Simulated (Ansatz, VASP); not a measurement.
# Two plane-wave programs on SrTiO3

```
Sr Ti O
1.0
     3.90500    0.00000    0.00000
     0.00000    3.90500    0.00000
     0.00000    0.00000    3.86595
Sr Ti O
1 1 3
Direct
  0.00000 0.00000 0.00000
  0.50000 0.50000 0.50000
  0.00000 0.50000 0.50000
  0.50000 0.00000 0.50000
  0.50000 0.50000 0.00000
```

Change from the starting cell: z stretched by -1 %, ions relaxed.

Alike in both runs: task relaxation of the atoms; functional PBE; k mesh 8 × 8 × 8; occupations fermi-dirac, width 0.02 eV; no spin polarisation.

|  | VASP | Ansatz |
| --- | --- | --- |
| version | VASP 6.6.1 | Ansatz 0.2.0 |
| potentials or method | VASP PAW PBE potentials, release 64 (Sr_sv, Ti_sv, O) | plane-wave PAW, scalar-relativistic |
| plane-wave cutoff (eV) | 520 | 420 |
| valence electrons in the cell | 40 | 40 |

```csv
,VASP,Ansatz,Ansatz less VASP
"gap on the k mesh at the Fermi level, each at its own relaxed structure (eV)",1.86,1.89,+0.032
```

Ansatz's warnings: stress scf threshold loose.

Noted on VASP's run: the relaxation stopped at its first step, so nothing moved.
